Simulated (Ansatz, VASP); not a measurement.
**Re in VASP and in Ansatz**

POSCAR

```
Re
1.0
    0.0000000000      1.8762500000      1.9750000000
    1.8762500000      0.0000000000      1.9750000000
    1.8762500000      1.8762500000      0.0000000000
Re
1
Direct
    0.0000000000      0.0000000000      0.0000000000
```

File INCAR.step1:

```
SYSTEM = Re
  PREC = Accurate
  ENCUT = 520
  ISMEAR = 0
  SIGMA = 0.15
  LREAL = .FALSE.
  LASPH = .TRUE.
  NELM = 100
  NBANDS = 10
  GGA = PE
  ALGO = Normal
  EDIFF = 1E-4
  LWAVE = .TRUE.
  LCHARG = .FALSE.
```

Contents of INCAR.step2:

```
SYSTEM = Re
  PREC = Accurate
  ENCUT = 520
  EDIFF = 1E-7
  ISMEAR = 0
  SIGMA = 0.15
  LREAL = .FALSE.
  LASPH = .TRUE.
  NELM = 100
  ALGO = Normal
  ISIF = 2
  LWAVE = .FALSE.
  LCHARG = .FALSE.
  METAGGA = R2SCAN
  LMIXTAU = .TRUE.
  NBANDS = 10
  ISTART = 1
```

Contents of KPOINTS:

```
Automatic mesh
0
G
  20 20 20
  0 0 0
```

Input for Ansatz:

```yaml
crystal:
  lattice:
    - [0.0, 1.87625, 1.975]
    - [1.87625, 0.0, 1.975]
    - [1.87625, 1.87625, 0.0]
  atoms:
    - { symbol: Re, position: [0.0, 0.0, 0.0] }
basis:
  ecutwfc: 500
kpoints:
  mp_grid: { grid: [20, 20, 20] }
hamiltonian:
  xc: r2scan
scf:
  occupations: { method: gaussian, width: 0.15 }
output:
  forces: true
  stress: true
  eigenvalues: true
  write_density: true
  write_potential: true
  elf: true
  volumetric_format: npy
```

Change from the starting cell: strain -0.050 along x and y, +0.000 along z, atoms carried along.

Alike in both runs: task single point; functional r2SCAN; k mesh 20 × 20 × 20; occupations gaussian, width 0.15 eV; no spin polarisation.

|  | VASP | Ansatz |
| --- | --- | --- |
| version | VASP 6.6.1 | Ansatz 0.2.0 |
| potentials or method | VASP PAW PBE potentials, release 64 (Re), cutoff 520 eV | scalar-relativistic, plane waves, PAW |
| valence electrons in the cell | 7 | 15 |

|  | VASP | Ansatz | Ansatz less VASP |
| --- | --- | --- | --- |
| gap on the k mesh at the Fermi level (eV) | none | none | - |
| pressure (GPa) | 26.9 | 26.4 | -0.48 |
| traceless stress, the component that is largest in VASP (GPa) | -12.46 | -12.60 | -0.143 |

VASP's potentials were made for PBE, not for r2SCAN. A gap of «none» marks a metal or a gap that the smearing closes. VASP's potentials hold 7 valence electrons a cell and Ansatz's 15, so a difference there can come from the potentials and not from the codes.

Spin-orbit coupling is off throughout.
